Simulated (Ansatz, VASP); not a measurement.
Two plane-wave programs on B3N2

```xyz
5
Lattice="1.2358 0.7135 5.3829 -1.2358 0.7135 5.3829 0.0000 -1.4270 5.3829" Properties=species:S:1:pos:R:3 pbc="T T T"
B     0.0000    0.0000    0.0000
B     0.0000    0.0000    3.3885
B     0.0000    0.0000   12.7602
N     0.0000    0.0000    6.4202
N     0.0000    0.0000    9.7285
```

Alike in both runs: functional PBE; k mesh 6 × 6 × 6; occupations gaussian, width 0.1 eV; no spin polarisation.

Ansatz relaxed the structure, and its values are those at the end. VASP's run is a single point on that final structure, the one shown.

|  | VASP | Ansatz |
| --- | --- | --- |
| version | VASP 6.6.1 | Ansatz 0.2.0 |
| potentials or method | VASP PAW PBE potentials, release 64 (B, N), cutoff 520 eV | scalar-relativistic, plane waves, PAW |
| valence electrons in the cell | 19 | 19 |

```csv
,VASP,Ansatz,Ansatz less VASP
gap on the k mesh at the Fermi level (eV),none,none,-
pressure (GPa),-0.1,0.0,+0.10
rms of the force components (eV/Å),0.003,0.002,-0.0012
```

A gap of «none» marks a metal or a gap that the smearing closes.

The k mesh is coarse, so the values compare programs but aren't converged.
